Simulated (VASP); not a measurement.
# AlN (rock salt): single point with LDA

The system is AlN (rock salt).

```
CELL_PARAMETERS angstrom
0.00000 1.98821 1.98821
1.98821 0.00000 1.98821
1.98821 1.98821 0.00000
ATOMIC_POSITIONS crystal
Al 0.00000 0.00000 0.00000
N 0.50000 0.50000 0.50000
```

This cell differs from its parent crystal: volume scaled by 0.95.

- Program: VASP 6.6.1
- Task: single point
- Functional: LDA
- Potentials or basis: VASP PAW LDA potentials, release 64 (Al, N)
- Cutoff: 600 eV
- k mesh: 10 × 10 × 10
- Occupations: gaussian, width 0.01 eV
- Spin: no spin polarisation

```json
{
  "Pressure": "8.2 GPa",
  "Band gap on the k mesh": "4.95 eV, indirect (least direct gap 6.51 eV)"
}
```

Levels at points of the mesh, in eV from the valence-band top:
```csv
k point,band 2,band 3,band 4,band 5,band 6,band 7
"(0.00, 0.00, 0.00)",0.00,0.00,0.00,6.51,12.18,12.18
"(0.50, 0.00, 0.00)",-8.67,-1.18,-1.18,6.45,11.21,11.21
"(0.50, 0.50, 0.00)",-7.76,-2.95,-2.95,4.95,5.10,14.51
```

It took 3.1 s on 1 thread of Intel(R) Xeon(R) 6975P-C (Granite Rapids), with other jobs on the host, peak memory 0.12 GiB.

 A k mesh can miss the band edges.
